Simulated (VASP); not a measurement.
# Pt (Cmcm) in VASP: a series of runs

The runs below take Pt through single point, with PBE.

Everything below comes from runs of VASP 6.6.1. Logs are shortened: lines on timing, memory, paths and dates and some standing lists are left out, and cuts for length are marked.

### 1 The cell of the first run

The structure is orthorhombic, space group Cmcm (No. 63). Conventional cell: a = 3.172 Å, b = 4.061 Å, c = 4.781 Å, α = 90.00°, β = 90.00°, γ = 90.00°. Pt (site symmetry m2m) has 12 Pt at 2.58 to 3.17 Å within 3.4 Å.

### 2 Single point, PBE (normal strain along x +0.1500, normal strain along y -0.1500)

The input, INCAR:

```
PREC     = Accurate       # precision mode
ENCUT    = 520            # plane-wave cutoff, eV
EDIFF    = 1E-6           # SCF threshold, eV
ISMEAR   = 0              # smearing method
SIGMA    = 0.15           # smearing width, eV
LREAL    = F              # projectors in reciprocal space
LASPH    = T              # aspherical terms in the spheres
NELM     = 100            # most SCF steps
ALGO     = Fast           # electronic algorithm
ISIF     = 2              # what is computed and relaxed
LWAVE    = F              # write WAVECAR
LCHARG   = T              # write CHGCAR
GGA      = PE             # functional
LELF     = T              # ELF
LVHAR    = T            
NBANDS   = 17             # bands
```

The input, KPOINTS:

```
regular mesh
0
Gamma
  18 18 10
```

The input, POSCAR:

```
Pt
1.0
    3.1723205569      0.0000000000      0.0000000000
   -1.5861602785      2.0306205761      0.0000000000
    0.0000000000      0.0000000000      4.7813829983
Pt
2
Direct
    0.6666666667      0.3333333333      0.7500000000
    0.3333333333      0.6666666667      0.2500000000
```

Potentials or basis: VASP PAW PBE potentials, release 64 (Pt).

On the command line:

```sh
$ cat potpaw_PBE.64/Pt/POTCAR > POTCAR
$ mpirun -np 1 vasp_std > vasp.out
```

OUTCAR:

```text
PREC = Accurate
   ENCUT = 520
   EDIFF = 1E-6
   ISMEAR = 0
   LREAL = F
   LASPH = T
   NELM = 100
   ISIF = 2
   GGA = PE

 ion  position               nearest neighbor table
   1  0.667  0.333  0.750-   2 2.75   2 2.75   2 2.95   2 2.95   2 2.95   2 2.95
   2  0.333  0.667  0.250-   1 2.75   1 2.75   1 2.95   1 2.95   1 2.95   1 2.95

  Warning from LATTYP: Monoclinic adjustment (A1->A3, A2->A1, A3->A2)!
  LATTYP: Found a base centered orthorhombic cell.
 ALAT       =     3.1723205569
 B/A-ratio  =     1.2802114665
 C/A-ratio  =     1.5072193722

  Lattice vectors:

 A1 = (   1.5861602785,  -2.0306205761,   0.0000000000)
 A2 = (   1.5861602784,   2.0306205761,   0.0000000000)
 A3 = (   0.0000000000,   0.0000000000,   4.7813829983)

Analysis of symmetry for initial positions (statically):
=====================================================================
 Subroutine PRICEL returns:
 Original cell was already a primitive cell.

 Routine SETGRP: Setting up the symmetry group for a
 base centered orthorhombic supercell.

 Subroutine GETGRP returns: Found  8 space group operations
 (whereof  4 operations were pure point group operations)
 out of a pool of  8 trial point group operations.

The static configuration has the point symmetry C_2h.
 The point group associated with its full space group is D_2h.

Analysis of symmetry for dynamics (positions and initial velocities):
=====================================================================
 Subroutine PRICEL returns:
 Original cell was already a primitive cell.

 Routine SETGRP: Setting up the symmetry group for a
 base centered orthorhombic supercell.

 Subroutine GETGRP returns: Found  8 space group operations
 (whereof  4 operations were pure point group operations)
 out of a pool of  8 trial point group operations.

The dynamic configuration has the point symmetry C_2h.
 The point group associated with its full space group is D_2h.

 Subroutine INISYM returns: Found  8 space group operations
 (whereof  4 operations are pure point group operations),
 and found     1 'primitive' translations

----------------------------------------------------------------------------------------

                                     Primitive cell

  volume of cell :      30.8006

  direct lattice vectors                    reciprocal lattice vectors
     3.172320557  0.000000000  0.000000000     0.315226656  0.246230146  0.000000000
    -1.586160278  2.030620576  0.000000000     0.000000000  0.492460291  0.000000000
     0.000000000  0.000000000  4.781382998     0.000000000  0.000000000  0.209144509

  length of vectors
     3.172320557  2.576688641  4.781382998     0.399996411  0.492460291  0.209144509

  position of ions in fractional coordinates (direct lattice)
     0.666666667  0.333333333  0.750000000
     0.333333333  0.666666667  0.250000000

  ion indices of the primitive-cell ions
   primitive index   ion index
                 1           1
                 2           2

----------------------------------------------------------------------------------------

 KPOINTS: regular mesh

Automatic generation of k-mesh.
 Grid dimensions read from file:
 generate k-points for:   18   18   10

 Generating k-lattice:

  Cartesian coordinates                     Fractional coordinates (reciprocal lattice)
     0.017512592  0.013679453  0.000000000     0.055555556 -0.000000000  0.000000000
     0.000000000  0.027358905  0.000000000     0.000000000  0.055555556  0.000000000
     0.000000000  0.000000000  0.020914451     0.000000000  0.000000000  0.100000000

  Length of vectors
     0.022222023  0.027358905  0.020914451

  Shift w.r.t. Gamma in fractional coordinates (k-lattice)
     0.000000000  0.000000000  0.000000000

 Subroutine IBZKPT returns following result:
 ===========================================

 Found    546 irreducible k-points:

 Following reciprocal coordinates:
            Coordinates               Weight
  0.000000  0.000000  0.000000      1.000000
  0.055556  0.000000  0.000000      4.000000
  0.111111  0.000000  0.000000      4.000000
  0.166667  0.000000  0.000000      4.000000
  0.222222 -0.000000  0.000000      4.000000
  0.277778 -0.000000  0.000000      4.000000
[... 16 lines left out ...]
 -0.333333  0.055556  0.000000      4.000000
 -0.277778  0.055556  0.000000      4.000000
 [... further k-points ...]
   k-points           NKPTS =    546   k-points in BZ     NKDIM =    546   number of bands    NBANDS=     17
   number of dos      NEDOS =    301   number of ions     NIONS =      2
   total plane-waves  NPLWV =  17280
   dimension x,y,z NGX =    24 NGY =   20 NGZ =   36
   dimension x,y,z NGXF=    48 NGYF=   40 NGZF=   72
   ions per type =               2
   NGX,Y,Z   is equivalent  to a cutoff of  12.58, 12.90, 12.52 a.u.
   NGXF,Y,Z  is equivalent  to a cutoff of  25.15, 25.81, 25.03 a.u.
 SYSTEM =  unknown system
   PREC   = accura    normal or accurate (medium, high low for compatibility)
   ISTART =      0    job   : 0-new  1-cont  2-samecut
   ICHARG =      2    charge: 1-file 2-atom 10-const
   ISPIN  =      1    spin polarized calculation?
   LNONCOLLINEAR =      F non collinear calculations
   LSORBIT =      F    spin-orbit coupling
   LASPH  =      T    aspherical Exc in radial PAW
   ENCUT  =  520.0 eV  38.22 Ry    6.18 a.u.   5.90  4.79  8.89*2*pi/ulx,y,z
   NELM   =    100;   NELMIN=  2; NELMDL= -5     # of ELM steps
   EDIFF  = 0.1E-05   stopping-criterion for ELM
   LREAL  =      F    real-space projection
   EDIFFG = 0.1E-04   stopping-criterion for IOM
   NSW    =      0    number of steps for IOM
   IBRION =     -1    ionic relax: 0-MD 1-quasi-New 2-CG
   NFREE  =      0    steps in history (QN), initial steepest desc. (CG)
   ISIF   =      2    stress and relaxation
   ISYM   =      2    0-nonsym 1-usesym 2-fastsym
   POTIM  = 0.5000    time-step for ionic-motion
   TEBEG  =    0.0;   TEEND  =   0.0 temperature during run
   PSTRESS=    0.0 pullay stress
   NELECT =      20.0000    total number of electrons
   NUPDOWN=      -1.0000    fix difference up-down
   EMIN   =  10.00;   EMAX   =-10.00  energy-range for DOS
   EFERMI =   0.00;   METHOD = LEGACY
   ISMEAR =     0;   SIGMA  =   0.15  broadening in eV -4-tet -1-fermi 0-gaus
   EFERMI_NEDOS =   21; number of points for ismear=-14 and -15
   IALGO  =     68    algorithm
   IMIX   =      4    mixing-type and parameters
     AMIX     =   0.40;   BMIX     =  1.00
     AMIX_MAG =   1.60;   BMIX_MAG =  1.00
  volume/ion in A,a.u.               =      15.40       103.93
  Fermi-wavevector in a.u.,A,eV,Ry     =   1.417637  2.678945 27.343555  2.009695
  Thomas-Fermi vector in A             =   2.538846
   LORBIT       =      0    0 simple, 1 ext, 2 COOP (PROOUT), +10 PAW based schemes
   GGA     = PE    functional components
   LHFCALC =     F    Hartree Fock is set to
   AEXX    =    0.0000 exact exchange contribution
   IVDW    =     0    specifies the selected vdW correction
   LEPSILON=     F    determine dielectric tensor
   LRPA    =     F    only Hartree local field effects (RPA)
 non-spin polarized calculation
 RMM-DIIS sequential band-by-band and
 Gauss-broadening in eV      SIGMA  =   0.15
  energy-cutoff  :      520.00
  volume of cell :       30.80
 maximum number of plane-waves:       844
   NGX = 11   NGY =  9   NGZ = 17

 number of electron      20.0000004 magnetization

 Free energy of the ion-electron system (eV)
  ---------------------------------------------------
  ext. energy  EPLUGINS =         0.00000000
  ---------------------------------------------------
  free energy    TOTEN  =       -11.56303815 eV

  energy without entropy =      -11.53015575  energy(sigma->0) =      -11.54659695

 E-fermi :  10.7326     XC(G=0): -13.3196

 val. band max:       10.7322839531   @ k =   0.1667   0.0000   0.2000
 cond. band min:      10.7375907112   @ k =   0.2222   0.0556   0.1000
 fundamental gap:      0.0053067581
 Fermi energy:        10.7325888073

 k-point     1 :       0.0000    0.0000    0.0000
  band No.  band energies     occupation
      1       0.9070      2.00000
      2       3.5140      2.00000
      3       5.0083      2.00000
      4       5.4796      2.00000
      5       6.4801      2.00000
      6       8.9075      2.00000
[... 9 lines left out ...]
     16      28.7440      0.00000
     17      29.2762      0.00000

 k-point     2 :       0.0556    0.0000    0.0000
  band No.  band energies     occupation
      1       1.0100      2.00000
      2       3.6080      2.00000
      3       5.0548      2.00000
      4       5.5336      2.00000
      5       6.5321      2.00000
      6       8.7934      2.00000
[... 9 lines left out ...]
     16      28.3207      0.00000
     17      29.4087      0.00000

 k-point     3 :       0.1111    0.0000    0.0000
  band No.  band energies     occupation
      1       1.3087      2.00000
      2       3.8548      2.00000
      3       5.2111      2.00000
      4       5.6778      2.00000
      5       6.7087      2.00000
      6       8.1522      2.00000
[... 9 lines left out ...]
     16      27.9590      0.00000
     17      29.6423      0.00000

 k-point     4 :       0.1667    0.0000    0.0000
  band No.  band energies     occupation
      1       1.7723      2.00000
      2       4.1459      2.00000
      3       5.5277      2.00000
      4       5.8631      2.00000
      5       7.0690      2.00000
      6       7.3489      2.00000
[... 9 lines left out ...]
     16      28.2609      0.00000
     17      29.2090      0.00000
[... 343 lines left out ...]
      1       3.7149      2.00000
      2       4.5409      2.00000
      3       5.4208      2.00000
      4       6.5425      2.00000
      5       7.2109      2.00000
      6       7.2915      2.00000
[... 9 lines left out ...]
     16      25.7924      0.00000
     17      27.0974      0.00000

 k-point    23 :      -0.3333    0.0556    0.0000
  band No.  band energies     occupation
      1       3.1932      2.00000
      2       4.5324      2.00000
      3       5.8847      2.00000
      4       6.2952      2.00000
      5       6.6968      2.00000
      6       7.5731      2.00000
[... 9 lines left out ...]
     16      26.8045      0.00000
     17      27.7423      0.00000

 k-point    24 :      -0.2778    0.0556    0.0000
  band No.  band energies     occupation
      1       2.5897      2.00000
      2       4.4724      2.00000
      3       5.9770      2.00000
      4       6.1384      2.00000
      5       6.4650      2.00000
      6       7.7639      2.00000
[... 9 lines left out ...]
     16      27.6423      0.00000
     17      28.3069      0.00000

 [... further k-points ...]

------------------------ aborting loop because EDIFF is reached ----------------------------------------

  FORCE on cell =-STRESS in cart. coord.  units (eV):
  Direction    XX          YY          ZZ          XY          YZ          ZX
  --------------------------------------------------------------------------------------
  -------------------------------------------------------------------------------------
  Total        3.5857615      7.4748898     -1.0897896     -0.0000000      0.0000000      0.0000000
  in kB      186.5230901    388.8266264    -56.6883556     -0.0000000      0.0000000      0.0000000
  external PRESSURE =     172.8871203 kB  Pullay stress =       0.0000000 kB

 VOLUME and BASIS-vectors are now :
 -----------------------------------------------------------------------------
  energy-cutoff  :      520.00
  volume of cell :       30.80
      direct lattice vectors                 reciprocal lattice vectors
     3.172320557  0.000000000  0.000000000     0.315226656  0.246230146  0.000000000
    -1.586160278  2.030620576  0.000000000     0.000000000  0.492460291  0.000000000
     0.000000000  0.000000000  4.781382998     0.000000000  0.000000000  0.209144509

 POSITION                                       TOTAL-FORCE (eV/Angst)
 -----------------------------------------------------------------------------------
      1.58616      0.67687      3.58604        -0.000000      0.278687     -0.000000
     -0.00000      1.35375      1.19535         0.000000     -0.278687      0.000000
 -----------------------------------------------------------------------------------
    total drift:                               -0.000000      0.000000     -0.000000

  FREE ENERGIE OF THE ION-ELECTRON SYSTEM (eV)
  ---------------------------------------------------
  free  energy   TOTEN  =       -11.5630381543 eV

  energy  without entropy=      -11.5301557463  energy(sigma->0) =      -11.54659695
```

Wall time 4.1 min (1 thread of Intel Xeon 8259CL, shared host); peak memory 0.34 GiB.

What came out:

```yaml
Free_energy: -11.5630 eV
Pressure: 17.3 GPa
Largest_force: 0.279 eV/Å
Band_gap_on_the_k_mesh: zero (bands 10 and 11 overlap by 2.77 eV)
```

Forces on the atoms (eV/Å):
```
Pt   0.000  0.279  0.000
Pt   0.000 -0.279  0.000
```

Levels at points of the mesh, in eV from the Fermi level:
```
           k point  band 8  band 9  band 10  band 11  band 12  band 13
(0.00, 0.00, 0.00)   -0.79   -0.57    -0.42    -0.41     0.10     4.73
(0.50, 0.00, 0.00)   -0.98   -0.81     0.27     2.57     3.96     6.97
(0.00, 0.50, 0.00)   -0.67    1.72     1.89     3.97     6.37     7.36
(0.00, 0.00, 0.50)   -1.09   -0.95    -0.95    -0.01    -0.01    12.01
(0.50, 0.00, 0.50)   -0.86   -0.53    -0.53     1.54     1.54     6.30
(0.00, 0.50, 0.50)   -0.46    1.80     1.80     3.88     3.88    10.06
```

Caveat: the cell differs from its parent crystal (normal strain along x +0.1500, normal strain along y -0.1500); the cell stands under pressure; spin-orbit coupling is left out, which moves the levels of the heavy elements.

### 3 Single point, PBE (normal strain along x -0.1500, normal strain along y +0.1500)

The input, INCAR:

```
PREC = Accurate ; ENCUT = 520
EDIFF = 1E-6 ; ISMEAR = 0
SIGMA = 0.15 ; LREAL = F
LASPH = T ; NELM = 100
ALGO = Fast ; ISIF = 2
LWAVE = F ; LCHARG = F
GGA = PE ; NBANDS = 17
```

The input, KPOINTS:

```
Automatic mesh
0
Gamma
  18 18 10
```

The input, POSCAR:

```
Pt
1.0
    2.3447586725      0.0000000000      0.0000000000
   -1.1723793363      2.7473101912      0.0000000000
    0.0000000000      0.0000000000      4.7813829983
Pt
2
Direct
    0.6666666667      0.3333333333      0.7500000000
    0.3333333333      0.6666666667      0.2500000000
```

Potentials or basis: VASP PAW PBE potentials, release 64 (Pt).

On the command line:

```sh
$ cat potpaw_PBE.64/Pt/POTCAR > POTCAR
$ mpirun -np 1 vasp_std > vasp.out
```

Run time: 4.1 min. Hardware: 1 thread of Intel Xeon 8259CL, shared host; peak memory 0.34 GiB.

Results (log left out):

```yaml
Free_energy: -10.6141 eV
Pressure: 32.6 GPa
Largest_force: 0.202 eV/Å
Band_gap_on_the_k_mesh: zero (bands 10 and 11 overlap by 1.73 eV)
```

Forces in eV/Å, atoms in the order of the input:
```
Pt   0.000 -0.202  0.000
Pt   0.000  0.202  0.000
```

Stress tensor (GPa, compression positive):
```
106.59   0.00   0.00
  0.00  -8.22   0.00
  0.00   0.00  -0.68
```

Levels at points of the mesh, in eV from the Fermi level:
```
           k point  band 6  band 7  band 8  band 9  band 10  band 11  band 12  band 13  band 14  band 15
(0.00, 0.00, 0.00)   -2.83   -1.02   -0.90   -0.73    -0.72    -0.55     0.64     4.44    12.89    15.53
(0.50, 0.00, 0.00)   -2.20   -2.11   -0.45   -0.38    -0.19     3.94     6.07     9.84     9.86    10.57
(0.00, 0.50, 0.00)   -3.53   -1.20    0.49    0.69     0.87     0.93     1.99     5.19     7.03     7.68
(0.00, 0.00, 0.50)   -4.44   -1.45   -1.45   -0.94    -0.94     0.28     0.28    11.84    11.84    13.29
(0.50, 0.00, 0.50)   -2.20   -1.11   -1.11    0.35     0.35     2.98     2.98     9.67     9.67    13.80
(0.00, 0.50, 0.50)   -1.66   -0.31   -0.31    0.59     0.59     0.66     0.66     3.88     3.88    12.47
```

Caveat: the cell differs from its parent crystal (normal strain along x -0.1500, normal strain along y +0.1500); the cell stands under pressure; spin-orbit coupling is left out, which moves the levels of the heavy elements.
